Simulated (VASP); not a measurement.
Input of a VASP 6.6.1 run:

Contents of INCAR:

```
ALGO = Normal ; EDIFF = 1E-6
ENCUT = 520 ; GGA = PS
ISIF = 2 ; ISMEAR = 0
LASPH = T ; LCHARG = F
LREAL = F ; LWAVE = F
NBANDS = 19 ; NELM = 80
PREC = Accurate ; SIGMA = 0.15
```

The input KPOINTS:

```
k-points
0
Gamma
  12 12 8
```

Contents of POSCAR:

```
Ti
1.0
    0.0000000000     -2.0279211515     -2.0279211515
    0.0000000000      2.0279211515     -2.0279211515
    4.0558423031      0.0000000000      0.0000000000
Ti
2
Direct
    0.5000000000      0.5000000000      0.5000000000
    0.0000000000      0.0000000000      0.0000000000
```

Potentials or basis: VASP PAW PBE potentials, release 64 (Ti_sv).

Run with:

```bash
$ cat potpaw_PBE.64/Ti_sv/POTCAR > POTCAR
$ mpirun -np 1 vasp_std > vasp.out
```

Q: What does it give for the band gap on the k mesh?

A: Zero (band 12 reaches 9.43 eV, above the bottom of band 13 at 8.14 eV).

Q: Predict the pressure.

A: -0.2 GPa.

Caveat: the PAW data sets were made with another functional, which shifts forces and pressure a little.
